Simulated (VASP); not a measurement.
The system is SrMg3.

```
Sr Mg
1.0
    -2.72145    2.72145    3.83540
     2.72145   -2.72145    3.83540
     2.72145    2.72145   -3.83540
Sr Mg
1 3
Direct
  0.00000 0.00000 0.00000
  0.50000 0.50000 0.00000
  0.75000 0.25000 0.50000
  0.25000 0.75000 0.50000
```

```yaml
Program: VASP 6.6.1
Task: relaxation of volume and atoms at fixed shape
Functional: LDA
Potentials_or_basis: VASP PAW LDA potentials, release 64 (Sr_sv, Mg)
Cutoff: 600 eV
k_mesh: 5 × 5 × 6
Occupations: gaussian, width 0.1 eV
Spin: no spin polarisation
```

At the start: pressure -2.3 GPa; volume 28.41 Å³/atom.

Where does the relaxation end?

Over 3 steps the energy falls by 18.0 meV/atom and the volume is 26.11 Å³/atom (-8.1 %); space group Fm-3m (No. 225, to 0.1 Å) before and after.

The path:
```tsv
step	energy change (eV)	largest force (eV/Å)	pressure (GPa)	volume (Å³)
1	0.0000	0.0000	-2.30	113.62
2	-0.0650	0.0000	-0.79	107.06
3	-0.0720	0.0000	-0.05	104.43
```

Final structure:
```
Sr Mg
1.0
    -2.64598    2.64598    3.72903
     2.64598   -2.64598    3.72903
     2.64598    2.64598   -3.72903
Sr Mg
1 3
Direct
  0.00000 0.00000 0.00000
  0.50000 0.50000 0.00000
  0.75000 0.25000 0.50000
  0.25000 0.75000 0.50000
```
